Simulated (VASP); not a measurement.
The system is C.

```
CELL_PARAMETERS angstrom
2.47461 0.00000 0.00000
-1.23730 2.14307 0.00000
0.00000 0.00000 10.19672
ATOMIC_POSITIONS crystal
C 0.00000 0.00000 0.25000
C 0.00000 0.00000 0.75000
C 0.33333 0.66667 0.25000
C 0.66667 0.33333 0.75000
```

Base run:

```yaml
Program: VASP 6.6.1
Functional: revPBE
Potentials_or_basis: VASP PAW PBE potentials, release 64 (C)
Cutoff: 520 eV
k_mesh: 14 × 14 × 3
Occupations: fermi-dirac, width 0.05 eV
Spin: no spin polarisation
```

Its results: band gap on the k mesh 1.19 eV, direct; pressure 0.2 GPa.

Problem. The run is repeated on the same cell with these changes: k mesh from 14 × 14 × 3 to 8 × 8 × 3. What comes out?

Solution. Band gap on the k mesh 1.94 eV, direct; pressure 0.3 GPa.

Caveats: the PAW data sets were made with another functional, which shifts forces and pressure a little; this functional lacks dispersion, which binds the layers, so the pressure and a relaxed spacing across them are unreliable.

A k mesh can miss the band edges.
